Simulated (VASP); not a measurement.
Runs of VASP 6.6.1 on B. The structure is that of space group I4_1/amd (No. 141), or close to it. The cells are those of the table. 

```csv
task,cell,cutoff (eV),gap on the mesh (eV),pressure (GPa)
single point,"a = 2.675 Å, angles 94.8, 94.8, 146.2°, 2 atoms",520,none,(a)
relaxation of cell and atoms,"relaxed to 100 GPa from a = 2.675 Å, angles 94.8, 94.8, 146.2°, 2 atoms",600,none,100.1
relaxation of cell and atoms,"relaxed to 100 GPa from a = 2.466 Å, angles 97.5, 97.5, 137.5°, 2 atoms",600,none,100.0
single point,"a = 2.677 Å, angles 94.8, 94.8, 146.3°, 2 atoms",520,none,100.3
```

Alike in all rows: level PBE; potentials or basis VASP PAW PBE potentials, release 64 (B); no spin polarisation; k mesh 23 × 23 × 23; smearing fermi-dirac 0.08 eV.

Fill in the values left out.

(a) 100.2.

Caveats: the cell is relaxed towards a set pressure, so the enthalpy falls and the energy may rise (some runs); the relaxation stopped at its first step, so nothing moved (some runs).

A gap of «none» marks levels without a gap at the run's occupations.
